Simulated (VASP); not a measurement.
# HfN in VASP: single point with PBE

Aim: the single point of HfN with PBE.

Program: VASP 6.6.1. These are calculated values, not measurements. Logs are shortened: lines on timing, memory, paths and dates and some standing lists are left out, and cuts for length are marked.

**1. The cell of the first run**

The cell holds a slab with vacuum, 10 atoms: a = 3.200 Å, b = 3.200 Å, c = 26.757 Å, α = 90.00°, β = 90.00°, γ = 120.00°.

**2. Single point, PBE**

The input, INCAR:

```
SYSTEM = HfN
PREC     = Accurate       ! precision mode
ENCUT    = 520            ! plane-wave cutoff, eV
EDIFF    = 1E-6           ! SCF threshold, eV
ISMEAR   = 0              ! smearing method
SIGMA    = 0.1            ! smearing width, eV
LREAL    = .FALSE.        ! projectors in reciprocal space
LASPH    = .TRUE.         ! aspherical terms in the spheres
NELM     = 100            ! most SCF steps
ALGO     = Fast           ! electronic algorithm
ISIF     = 2              ! what is computed and relaxed
LWAVE    = .FALSE.        ! write WAVECAR
LCHARG   = .TRUE.         ! write CHGCAR
LDIPOL   = .TRUE.       
IDIPOL   = 3            
DIPOL    = 0.5 0.5 0.500
GGA      = PE             ! functional
LELF     = .TRUE.         ! ELF
LVHAR    = .TRUE.       
LVACPOTAV= .TRUE.       
NBANDS   = 48             ! bands
```

The input, KPOINTS:

```
Automatic mesh
0
G
  12 12 1
  0 0 0
```

The input, POSCAR:

```
HfN
1.0
    3.1999394435      0.0000000000      0.0000000000
   -1.5999697218      2.7712288487      0.0000000000
    0.0000000000      0.0000000000     26.7573282667
N Hf
5 5
Direct
    0.3333333333      0.6666666667      0.2802970433
    0.0000000000      0.0000000000      0.3779428018
    0.6666666667      0.3333333333      0.4755885604
    0.3333333333      0.6666666667      0.5732343189
    0.0000000000      0.0000000000      0.6708800774
    0.6666666667      0.3333333333      0.3291199226
    0.3333333333      0.6666666667      0.4267656811
    0.0000000000      0.0000000000      0.5244114396
    0.6666666667      0.3333333333      0.6220571982
    0.3333333333      0.6666666667      0.7197029567
```

Potentials or basis: VASP PAW PBE potentials, release 64 (N, Hf_pv).

Started as:

```bash
cat potpaw_PBE.64/N/POTCAR potpaw_PBE.64/Hf_pv/POTCAR > POTCAR
mpirun -np 1 vasp_std > vasp.out
```

OUTCAR:

```text
SYSTEM = HfN
   PREC = Accurate
   ENCUT = 520
   EDIFF = 1E-6
   ISMEAR = 0
   LREAL = .FALSE.
   LASPH = .TRUE.
   NELM = 100
   ISIF = 2
   GGA = PE

 ion  position               nearest neighbor table
   1  0.333  0.667  0.280-   6 2.26   6 2.26   6 2.26
   2  0.000  0.000  0.378-   6 2.26   6 2.26   6 2.26   7 2.26   7 2.26   7 2.26
   3  0.667  0.333  0.476-   8 2.26   8 2.26   8 2.26   7 2.26   7 2.26   7 2.26
   4  0.333  0.667  0.573-   9 2.26   8 2.26   9 2.26   8 2.26   8 2.26   9 2.26
   5  0.000  0.000  0.671-   9 2.26   9 2.26   9 2.26  10 2.26  10 2.26  10 2.26
   6  0.667  0.333  0.329-   2 2.26   2 2.26   2 2.26   1 2.26   1 2.26   1 2.26   7 3.20   7 3.20
                             7 3.20
   7  0.333  0.667  0.427-   3 2.26   2 2.26   3 2.26   2 2.26   2 2.26   3 2.26   6 3.20   8 3.20
                             6 3.20   8 3.20   8 3.20   6 3.20
   8  0.000  0.000  0.524-   3 2.26   3 2.26   3 2.26   4 2.26   4 2.26   4 2.26   7 3.20   7 3.20
                             7 3.20   9 3.20   9 3.20   9 3.20
   9  0.667  0.333  0.622-   5 2.26   5 2.26   5 2.26   4 2.26   4 2.26   4 2.26  10 3.20  10 3.20
                            10 3.20   8 3.20   8 3.20   8 3.20
  10  0.333  0.667  0.720-   5 2.26   5 2.26   5 2.26   9 3.20   9 3.20   9 3.20

  LATTYP: Found a hexagonal cell.
 ALAT       =     3.1999394435
 C/A-ratio  =     8.3618233217

  Lattice vectors:

 A1 = (   3.1999394435,   0.0000000000,   0.0000000000)
 A2 = (  -1.5999697218,   2.7712288487,   0.0000000000)
 A3 = (   0.0000000000,   0.0000000000,  26.7573282667)

Analysis of symmetry for initial positions (statically):
=====================================================================
 Subroutine PRICEL returns:
 Original cell was already a primitive cell.

 Routine SETGRP: Setting up the symmetry group for a
 hexagonal supercell.

 Subroutine GETGRP returns: Found  6 space group operations
 (whereof  6 operations were pure point group operations)
 out of a pool of 24 trial point group operations.

The static configuration has the point symmetry C_3v.

Analysis of symmetry for dynamics (positions and initial velocities):
=====================================================================
 Subroutine PRICEL returns:
 Original cell was already a primitive cell.

 Routine SETGRP: Setting up the symmetry group for a
 hexagonal supercell.

 Subroutine GETGRP returns: Found  6 space group operations
 (whereof  6 operations were pure point group operations)
 out of a pool of 24 trial point group operations.

The dynamic configuration has the point symmetry C_3v.

 Subroutine INISYM returns: Found  6 space group operations
 (whereof  6 operations are pure point group operations),
 and found     1 'primitive' translations

----------------------------------------------------------------------------------------

                                     Primitive cell

  volume of cell :     237.2777

  direct lattice vectors                    reciprocal lattice vectors
     3.199939443  0.000000000  0.000000000     0.312505914  0.180425373  0.000000000
    -1.599969722  2.771228849  0.000000000     0.000000000  0.360850747  0.000000000
     0.000000000  0.000000000 26.757328267     0.000000000  0.000000000  0.037372939

  length of vectors
     3.199939443  3.199939444 26.757328267     0.360850747  0.360850747  0.037372939

  position of ions in fractional coordinates (direct lattice)
     0.333333333  0.666666667  0.280297043
     0.000000000  0.000000000  0.377942802
     0.666666667  0.333333333  0.475588560
     0.333333333  0.666666667  0.573234319
     0.000000000  0.000000000  0.670880077
     0.666666667  0.333333333  0.329119923
     0.333333333  0.666666667  0.426765681
     0.000000000  0.000000000  0.524411440
     0.666666667  0.333333333  0.622057198
     0.333333333  0.666666667  0.719702957

  ion indices of the primitive-cell ions
   primitive index   ion index
                 1           1
                 2           2
                 3           3
                 4           4
                 5           5
                 6           6
                 7           7
                 8           8
                 9           9
                10          10

----------------------------------------------------------------------------------------

 KPOINTS: Automatic mesh

Automatic generation of k-mesh.
 Grid dimensions read from file:
 generate k-points for:   12   12    1

 Generating k-lattice:

  Cartesian coordinates                     Fractional coordinates (reciprocal lattice)
     0.026042159  0.015035448  0.000000000     0.083333333  0.000000000  0.000000000
     0.000000000  0.030070896  0.000000000     0.000000000  0.083333333  0.000000000
     0.000000000  0.000000000  0.037372939     0.000000000  0.000000000  1.000000000

  Length of vectors
     0.030070896  0.030070896  0.037372939

  Shift w.r.t. Gamma in fractional coordinates (k-lattice)
     0.000000000  0.000000000  0.000000000

 Subroutine IBZKPT returns following result:
 ===========================================

 Found     19 irreducible k-points:

 Following reciprocal coordinates:
            Coordinates               Weight
  0.000000  0.000000  0.000000      1.000000
  0.083333  0.000000  0.000000      6.000000
  0.166667  0.000000  0.000000      6.000000
  0.250000  0.000000  0.000000      6.000000
  0.333333  0.000000  0.000000      6.000000
  0.416667  0.000000  0.000000      6.000000
[... 11 lines left out ...]
  0.333333  0.250000  0.000000     12.000000
  0.333333  0.333333  0.000000      2.000000
   k-points           NKPTS =     19   k-points in BZ     NKDIM =     19   number of bands    NBANDS=     48
   number of dos      NEDOS =    301   number of ions     NIONS =     10
   total plane-waves  NPLWV = 115200
   dimension x,y,z NGX =    24 NGY =   24 NGZ =  200
   dimension x,y,z NGXF=    48 NGYF=   48 NGZF=  400
   ions per type =               5   5
   NGX,Y,Z   is equivalent  to a cutoff of  12.47, 12.47, 12.43 a.u.
   NGXF,Y,Z  is equivalent  to a cutoff of  24.94, 24.94, 24.85 a.u.
 SYSTEM =  HfN
   PREC   = accura    normal or accurate (medium, high low for compatibility)
   ISTART =      0    job   : 0-new  1-cont  2-samecut
   ICHARG =      2    charge: 1-file 2-atom 10-const
   ISPIN  =      1    spin polarized calculation?
   LNONCOLLINEAR =      F non collinear calculations
   LSORBIT =      F    spin-orbit coupling
   LASPH  =      T    aspherical Exc in radial PAW
   ENCUT  =  520.0 eV  38.22 Ry    6.18 a.u.   5.95  5.95 49.75*2*pi/ulx,y,z
   NELM   =    100;   NELMIN=  2; NELMDL= -5     # of ELM steps
   EDIFF  = 0.1E-05   stopping-criterion for ELM
   LREAL  =      F    real-space projection
   EDIFFG = 0.1E-04   stopping-criterion for IOM
   NSW    =      0    number of steps for IOM
   IBRION =     -1    ionic relax: 0-MD 1-quasi-New 2-CG
   NFREE  =      0    steps in history (QN), initial steepest desc. (CG)
   ISIF   =      2    stress and relaxation
   ISYM   =      2    0-nonsym 1-usesym 2-fastsym
   POTIM  = 0.5000    time-step for ionic-motion
   TEBEG  =    0.0;   TEEND  =   0.0 temperature during run
   PSTRESS=    0.0 pullay stress
   NELECT =      75.0000    total number of electrons
   NUPDOWN=      -1.0000    fix difference up-down
   EMIN   =  10.00;   EMAX   =-10.00  energy-range for DOS
   EFERMI =   0.00;   METHOD = LEGACY
   ISMEAR =     0;   SIGMA  =   0.10  broadening in eV -4-tet -1-fermi 0-gaus
   EFERMI_NEDOS =   21; number of points for ismear=-14 and -15
   IALGO  =     68    algorithm
   IMIX   =      4    mixing-type and parameters
     AMIX     =   0.40;   BMIX     =  1.00
     AMIX_MAG =   1.60;   BMIX_MAG =  1.00
  volume/ion in A,a.u.               =      23.73       160.12
  Fermi-wavevector in a.u.,A,eV,Ry     =   1.115175  2.107375 16.920408  1.243615
  Thomas-Fermi vector in A             =   2.251777
   LORBIT       =      0    0 simple, 1 ext, 2 COOP (PROOUT), +10 PAW based schemes
   GGA     = PE    functional components
   LHFCALC =     F    Hartree Fock is set to
   AEXX    =    0.0000 exact exchange contribution
   IVDW    =     0    specifies the selected vdW correction
   LEPSILON=     F    determine dielectric tensor
   LRPA    =     F    only Hartree local field effects (RPA)
 non-spin polarized calculation
 RMM-DIIS sequential band-by-band and
 Gauss-broadening in eV      SIGMA  =   0.10
  energy-cutoff  :      520.00
  volume of cell :      237.28
 maximum number of plane-waves:      6450
 NGX is ok and might be reduce to    24
   NGX = 11   NGY = 11   NGZ = 99

 dipolmoment           0.000000      0.000000      0.054671 electrons x Angstroem

 number of electron      75.0000019 magnetization

 dipolmoment           0.000000      0.000000     -0.183123 electrons x Angstroem

 Free energy of the ion-electron system (eV)
  ---------------------------------------------------
  ext. energy  EPLUGINS =         0.00000000
  ---------------------------------------------------
  free energy    TOTEN  =      -103.98280524 eV

  energy without entropy =     -103.95456268  energy(sigma->0) =     -103.96868396

 E-fermi :   0.5620     XC(G=0):  -7.0467

 val. band max:        0.5590187812   @ k =   0.4167   0.0000   0.0000
 cond. band min:       0.6331466561   @ k =   0.3333   0.3333   0.0000
 fundamental gap:      0.0741278749
 Fermi energy:         0.5620208445

 k-point     1 :       0.0000    0.0000    0.0000
  band No.  band energies     occupation
      1     -31.4244      2.00000
      2     -31.1357      2.00000
      3     -30.8437      2.00000
      4     -30.6808      2.00000
      5     -30.6808      2.00000
      6     -30.6109      2.00000
[... 40 lines left out ...]
     47       3.2442      0.00000
     48       3.7977      0.00000
[... 916 lines left out ...]
     47       4.5364      0.00000
     48       4.9477      0.00000

------------------------ aborting loop because EDIFF is reached ----------------------------------------

  FORCE on cell =-STRESS in cart. coord.  units (eV):
  Direction    XX          YY          ZZ          XY          YZ          ZX
  --------------------------------------------------------------------------------------
  -------------------------------------------------------------------------------------
  Total       -0.7852751     -0.7852751     -3.7726517      0.0000000      0.0000000      0.0000000
  in kB       -5.3024372     -5.3024372    -25.4741911      0.0000000      0.0000000      0.0000000
  external PRESSURE =     -12.0263551 kB  Pullay stress =       0.0000000 kB

 VOLUME and BASIS-vectors are now :
 -----------------------------------------------------------------------------
  energy-cutoff  :      520.00
  volume of cell :      237.28
      direct lattice vectors                 reciprocal lattice vectors
     3.199939443  0.000000000  0.000000000     0.312505914  0.180425373  0.000000000
    -1.599969722  2.771228849  0.000000000     0.000000000  0.360850747  0.000000000
     0.000000000  0.000000000 26.757328267     0.000000000  0.000000000  0.037372939

 POSITION                                       TOTAL-FORCE (eV/Angst)
 -----------------------------------------------------------------------------------
     -0.00000      1.84749      7.50000         0.000000      0.000000      5.023545
      0.00000      0.00000     10.11274        -0.000000      0.000000      1.465275
      1.59997      0.92374     12.72548         0.000000     -0.000000     -0.039472
     -0.00000      1.84749     15.33822        -0.000000      0.000000     -0.006435
      0.00000      0.00000     17.95096        -0.000000      0.000000     -0.209164
      1.59997      0.92374      8.80637        -0.000000      0.000000     -6.919588
     -0.00000      1.84749     11.41911        -0.000000     -0.000000      0.491065
      0.00000      0.00000     14.03185         0.000000      0.000000     -0.462882
      1.59997      0.92374     16.64459         0.000000      0.000000      1.031093
     -0.00000      1.84749     19.25733         0.000000     -0.000000     -0.373436
 -----------------------------------------------------------------------------------
    total drift:                               -0.000000     -0.000000     -0.001477

  FREE ENERGIE OF THE ION-ELECTRON SYSTEM (eV)
  ---------------------------------------------------
  free  energy   TOTEN  =      -103.9828052444 eV

  energy  without entropy=     -103.9545626792  energy(sigma->0) =     -103.96868396

 vacuum level on the upper side and lower side of the slab         5.080         8.818
```

It took 30 min on 1 thread of Oxide Virtual Turin-like, shared host; peak memory 0.39 GiB.

What came out:

| Property | Result |
| --- | --- |
| Free energy | -103.9828 eV |
| Largest force | 6.920 eV/Å |
| Band gap on the k mesh | zero (an odd number of electrons rules out a gap without spin polarisation) |

Forces in eV/Å, atoms in the order of the input:
```
N    0.000  0.000  5.024
N    0.000  0.000  1.465
N    0.000  0.000 -0.039
N    0.000  0.000 -0.006
N    0.000  0.000 -0.209
Hf   0.000  0.000 -6.920
Hf   0.000  0.000  0.491
Hf   0.000  0.000 -0.463
Hf   0.000  0.000  1.031
Hf   0.000  0.000 -0.373
```

Caveat: spin-orbit coupling is left out, which moves the levels of the heavy elements; an odd number of electrons without spin polarisation forces a metal; a magnetic or distorted state may lie lower.

The gap in the log of VASP goes by the Fermi energy; the results here count the filled bands.